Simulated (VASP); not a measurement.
Crystal: Pd.

```
CELL_PARAMETERS angstrom
0.00000 1.95939 1.95939
1.95939 0.00000 1.95939
1.95939 1.95939 0.00000
ATOMIC_POSITIONS crystal
Pd 0.00000 0.00000 0.00000
```

Base run:

| Property | Result |
| --- | --- |
| Program | VASP 6.6.1 |
| Functional | PBE |
| Dispersion | D3(BJ) |
| Potentials or basis | VASP PAW PBE potentials, release 64 (Pd) |
| Cutoff | 520 eV |
| k mesh | 12 × 12 × 12 |
| Occupations | fermi-dirac, width 0.05 eV |
| Spin | no spin polarisation |

Its results: band gap on the k mesh zero (band 5 reaches 9.72 eV, above the bottom of band 6 at 8.19 eV); pressure -4.5 GPa.

Question: The run is repeated on the same cell with these changes: functional from PBE to BLYP. What comes out?

Answer: Band gap on the k mesh zero (band 5 reaches 10.24 eV, above the bottom of band 6 at 8.69 eV); pressure -2.6 GPa.

BLYP binds less tightly than PBE, so the same cell stands under more pressure.

Caveats: pairwise dispersion overbinds metals, which lowers pressure and volume; the PAW data sets were made with another functional, which shifts forces and pressure a little (some runs).
